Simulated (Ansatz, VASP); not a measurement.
Given: the input of a run of Ansatz 0.2.0 on V.

Contents of input.yaml:

```yaml
crystal:
  lattice:
    - [-1.5440506776, 1.5440506776, 1.5440506776]
    - [1.5440506776, -1.5440506776, 1.5440506776]
    - [1.5440506776, 1.5440506776, -1.5440506776]
  atoms:
    - { symbol: V, position: [0.0, 0.0, 0.0], spin: 2.0 }
hamiltonian:
  xc: lda
  pseudopotentials: { kind: paw }
magnetization:
  spin_polarized: true
kpoints:
  mp_grid: { grid: [12, 12, 12] }
scf:
  occupations: { method: fermi_dirac, width: 0.05 }
output:
  forces: true
  stress: true
  eigenvalues: true
```

Potentials or basis: Ansatz PAW.

Run with:

```sh
$ ansatz run input.yaml --threads 2 --pin off --max-ram 5632MiB --backend cpu --events-out ev --progress --plain --runs-dir out
```

Question: Set up the same calculation for VASP 6.6.1. Potentials there: VASP PAW LDA potentials, release 64 (V_sv).

Answer: As run (the cutoff follows the program's own potentials):

INCAR

```
SYSTEM = V
PREC = Accurate
ENCUT = 520
EDIFF = 1E-6
ISMEAR = -1
SIGMA = 0.05
LREAL = .False.
LASPH = .True.
NELM = 150
ALGO = Normal
ISIF = 2
LWAVE = .False.
LCHARG = .False.
ISPIN = 2
MAGMOM = 2
LORBIT = 11
LMAXMIX = 4
GGA = CA
NBANDS = 16
```

Contents of KPOINTS:

```
regular mesh
0
Gamma
  12 12 12
  0 0 0
```

Contents of POSCAR:

```
V
1.0
   -1.5440506776      1.5440506776      1.5440506776
    1.5440506776     -1.5440506776      1.5440506776
    1.5440506776      1.5440506776     -1.5440506776
V
1
Direct
    0.0000000000      0.0000000000      0.0000000000
```

Potentials or basis: VASP PAW LDA potentials, release 64 (V_sv).

Command:

```console
$ cat potpaw_LDA.64/V_sv/POTCAR > POTCAR
$ mpirun -np 1 vasp_std > vasp.out
```

Both were run:

|  | VASP | Ansatz | Ansatz less VASP |
| --- | --- | --- | --- |
| gap on the k mesh at the Fermi level (eV) | none | none | - |
| pressure (GPa) | -24.5 | -24.8 | -0.30 |
| net moment per atom (μB) | 0.00 | 0.00 | -0.002 |

LDA's correlation is that of Perdew and Zunger in VASP and of Perdew and Wang (1992) in Ansatz. A gap of «none» marks a metal or a gap that the smearing closes.
